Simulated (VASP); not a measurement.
Wanted: the native input for a VASP 6.6.1 run.

```
Task                   : single point
Functional             : PBE
Potentials or basis    : VASP PAW PBE potentials, release 64 (Rb_sv, Br)
Cutoff                 : 520 eV
k mesh                 : 6 × 6 × 6
Occupations            : gaussian, width 0.05 eV
Spin                   : no spin polarisation
Dipole correction      : no
Further INCAR settings : ALGO = Normal; EDIFF = 1e-06; NBANDS = 15
```

The structure of RbBr lies in POSCAR:

```
RbBr
1.0
    3.9610342080      0.0000000000      0.0000000000
    0.0000000000      3.9610342080      0.0000000000
    0.0000000000      0.0000000000      4.2911203920
Rb Br
1 1
Direct
    0.0000000000      0.0000000000      0.0000000000
    0.5000000000      0.5000000000      0.5000000000
```

This cell differs from its parent crystal: strain -0.040 along x and y, +0.040 along z.

These files were run (other wordings do the same):

INCAR

```
PREC     = Accurate       # precision mode
ENCUT    = 520            # plane-wave cutoff, eV
EDIFF    = 1E-6           # SCF threshold, eV
ISMEAR   = 0              # smearing method
SIGMA    = 0.05           # smearing width, eV
LREAL    = False          # projectors in reciprocal space
LASPH    = True           # aspherical terms in the spheres
NELM     = 80             # most SCF steps
ALGO     = Normal         # electronic algorithm
ISIF     = 2              # what is computed and relaxed
LWAVE    = False          # write WAVECAR
LCHARG   = False          # write CHGCAR
GGA      = PE             # functional
NBANDS   = 15             # bands
```

KPOINTS

```
Automatic mesh
0
Gamma
  6 6 6
```

Potentials or basis: VASP PAW PBE potentials, release 64 (Rb_sv, Br).

Run with:

```console
$ cat potpaw_PBE.64/Rb_sv/POTCAR potpaw_PBE.64/Br/POTCAR > POTCAR
$ mpirun -np 1 vasp_std > vasp.out
```

Results of the run:

The pressure is 1.7 GPa and the band gap on the k mesh is 4.00 eV, indirect (least direct gap 4.15 eV).

Caveat: the cell differs from its parent crystal (strain -0.040 along x and y, +0.040 along z).

It took 12 s on 1 thread of AMD EPYC 9R45 96-Core Processor (Zen 5) (shared host), peak memory 0.16 GiB.
